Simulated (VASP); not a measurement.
A run of VASP 6.6.1 is set up as follows.

Contents of INCAR:

```
PREC     = Accurate       # precision mode
ENCUT    = 520            # plane-wave cutoff, eV
EDIFF    = 1E-7           # SCF threshold, eV
ISMEAR   = 0              # smearing method
SIGMA    = 0.1            # smearing width, eV
LREAL    = False          # projectors in reciprocal space
LASPH    = True           # aspherical terms in the spheres
NELM     = 80             # most SCF steps
ALGO     = Normal         # electronic algorithm
ISIF     = 2              # what is computed and relaxed
LWAVE    = False          # write WAVECAR
LCHARG   = False          # write CHGCAR
GGA      = PE             # functional
NBANDS   = 16             # bands
```

The input KPOINTS:

```
regular mesh
0
Gamma
  18 18 20
```

File POSCAR:

```
TaO
1.0
    2.9793040975      0.0000000000      0.0000000000
    0.0000000000      2.9793040975      0.0000000000
    0.0000000000      0.0000000000      2.9421871511
Ta O
1 1
Direct
    0.5000000000      0.5000000000      0.0000000000
    0.0000000000      0.0000000000      0.0000000000
```

Potentials or basis: VASP PAW PBE potentials, release 64 (Ta_pv, O).

Launch:

```sh
$ cat potpaw_PBE.64/Ta_pv/POTCAR potpaw_PBE.64/O/POTCAR > POTCAR
$ mpirun -np 1 vasp_std > vasp.out
```

Question: Predict the pressure.

Answer: 0.4 GPa.

Stress tensor (GPa, compression positive):
```
 0.69  0.00  0.00
 0.00  0.69  0.00
 0.00  0.00 -0.09
```

Caveat: an odd number of electrons without spin polarisation forces a metal; a magnetic or distorted state may lie lower.
